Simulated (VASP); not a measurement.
A run of VASP 6.6.1 is set up as follows.

Contents of POSCAR:

```
CdS
1.0
    0.0000000000      2.9394058391      2.9394058391
    2.9394058391      0.0000000000      2.9394058391
    2.9394058391      2.9394058391      0.0000000000
Cd S
1 1
Direct
    0.0000000000      0.0000000000      0.0000000000
    0.2500000000      0.2500000000      0.2500000000
```

INCAR.step1

```
SYSTEM = CdS
  PREC = Accurate
  ENCUT = 520
  ISMEAR = 0
  SIGMA = 0.01
  LREAL = .False.
  LASPH = .True.
  NELM = 60
  NBANDS = 16
  GGA = PE
  ALGO = Normal
  EDIFF = 1E-4
  LWAVE = .True.
  LCHARG = .False.
```

File INCAR.step2:

```
SYSTEM = CdS
  PREC = Accurate
  ENCUT = 520
  EDIFF = 1E-6
  ISMEAR = 0
  SIGMA = 0.01
  LREAL = .False.
  LASPH = .True.
  NELM = 60
  ALGO = Normal
  ISIF = 2
  LWAVE = .False.
  LCHARG = .True.
  METAGGA = R2SCAN
  LMIXTAU = .True.
  LELF = .True.
  LVHAR = .True.
  NBANDS = 16
  ISTART = 1
```

File KPOINTS:

```
regular mesh
0
Gamma
  6 6 6
  0 0 0
```

Potentials or basis: VASP PAW PBE potentials, release 64 (Cd, S).

The run is started by

```sh
$ cat potpaw_PBE.64/Cd/POTCAR potpaw_PBE.64/S/POTCAR > POTCAR
$ cp INCAR.step1 INCAR
$ mpirun -np 1 vasp_std > vasp.out
$ cp INCAR.step2 INCAR
$ mpirun -np 1 vasp_std > vasp.out
```

(1) What does it give for the pressure?

(2) What does it give for the band gap on the k mesh?

## Answers

(1) 0.3 GPa.

(2) 1.54 eV, direct.

Caveat: the PAW data sets were made with another functional, which shifts forces and pressure a little.
